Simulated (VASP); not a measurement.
The system is CdSe (Cadmoselite).

```
Cd Se
1.0
     4.30000    0.00000    0.00000
    -2.15000    3.72391    0.00000
     0.00000    0.00000    7.02000
Cd Se
2 2
Cartesian
  2.1500 1.2413 3.5100
  0.0000 2.4826 0.0000
  2.1500 1.2413 6.2127
  0.0000 2.4826 2.7027
```

Base run:

- Program: VASP 6.6.1
- Functional: PBEsol
- Potentials or basis: VASP PAW PBE potentials, release 64 (Cd, Se)
- Cutoff: 520 eV
- k mesh: 7 × 7 × 4
- Occupations: fermi-dirac, width 0.05 eV
- Spin: no spin polarisation

Its results: band gap on the k mesh 0.58 eV, direct; pressure 0.5 GPa; largest force 0.275 eV/Å.

After a change of settings the same cell gave: band gap on the k mesh 0.66 eV, direct; pressure 11.3 GPa; largest force 0.341 eV/Å. Which change was it?
A. functional from PBEsol to PBE0; k mesh from 7 × 7 × 4 to 4 × 4 × 2
B. further incar settings from ALGO = Normal; EDIFF = 1e-06; NBANDS = 26 to ALGO = Normal; EDIFF = 1e-07; NBANDS = 26; dispersion from none to D3(BJ)
C. functional from PBEsol to PBE exchange alone
D. functional from PBEsol to PBE; occupations from fermi-dirac, width 0.05 eV to gaussian, width 0.028 eV

C.

Caveats: the PAW data sets were made with another functional, which shifts forces and pressure a little (some runs).
